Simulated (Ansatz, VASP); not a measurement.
# Rb: VASP beside Ansatz

The input INCAR:

```
PREC = Accurate ; ENCUT = 520
EDIFF = 1E-6 ; ISMEAR = 1
SIGMA = 0.1 ; LREAL = F
LASPH = T ; NELM = 80
ALGO = Normal ; ISIF = 2
LWAVE = F ; LCHARG = F
GGA = PS ; NBANDS = 10
```

File KPOINTS:

```
Automatic mesh
0
Gamma
  20 20 20
```

File POSCAR:

```
Rb
1.0
   -2.7950000000      2.7950000000      2.7950000000
    2.7950000000     -2.7950000000      2.7950000000
    2.7950000000      2.7950000000     -2.7950000000
Rb
1
Direct
    0.0000000000      0.0000000000      0.0000000000
```

Input for Ansatz:

```yaml
crystal:
  lattice:
    - [-2.795, 2.795, 2.795]
    - [2.795, -2.795, 2.795]
    - [2.795, 2.795, -2.795]
  atoms:
    - { symbol: Rb, position: [0.0, 0.0, 0.0] }
kpoints:
  mp_grid: { grid: [20, 20, 20] }
scf:
  occupations: { method: cold, width: 0.1 }
hamiltonian:
  xc: pbesol
  pseudopotentials: { kind: paw, azcp: { folder: soft_1 } }
output:
  forces: true
  stress: true
  populations: false
```

Alike in both runs: task single point; functional PBEsol; k mesh 20 × 20 × 20; no spin polarisation.

```csv
,VASP,Ansatz
version,VASP 6.6.1,Ansatz 0.2.0
potentials or method,"VASP PAW PBE potentials, release 64 (Rb_sv)","plane-wave PAW, scalar-relativistic"
plane-wave cutoff (eV),520,420
occupations,"methfessel-paxton of order 1, width 0.1 eV","cold, width 0.1 eV"
valence electrons in the cell,9,9
```

```tsv
	VASP	Ansatz	Ansatz less VASP
pressure (GPa)	0.0	0.0	0.00
```

VASP's potentials were made for PBE, not for PBEsol, and Ansatz warns of the same on its side.
